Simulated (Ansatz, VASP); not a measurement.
Two plane-wave programs on Se

```xyz
2
Lattice="0.0000 3.1452 3.1452 3.1452 0.0000 3.1452 3.1452 3.1452 0.0000" Properties=species:S:1:pos:R:3 pbc="T T T"
Se    3.1452    3.1452    3.1452
Se    4.7177    4.7177    4.7177
```

Alike in both runs: functional r2SCAN; k mesh 16 × 16 × 16; occupations gaussian, width 0.1 eV; no spin polarisation.

Ansatz relaxed the structure, and its values are those at the end. VASP's run is a single point on that final structure, the one shown.

|  | VASP | Ansatz |
| --- | --- | --- |
| version | VASP 6.6.1 | Ansatz 0.2.0 |
| potentials or method | VASP PAW PBE potentials, release 64 (Se), cutoff 520 eV | scalar-relativistic, plane waves, PAW |
| valence electrons in the cell | 12 | 32 |

|  | VASP | Ansatz | Ansatz less VASP |
| --- | --- | --- | --- |
| gap on the k mesh at the Fermi level (eV) | none | none | - |
| pressure (GPa) | -0.1 | 0.0 | +0.04 |

VASP's potentials were made for PBE, not for r2SCAN. A gap of «none» marks a metal or a gap that the smearing closes. VASP's potentials hold 12 valence electrons a cell and Ansatz's 32, so a difference there can come from the potentials and not from the codes.
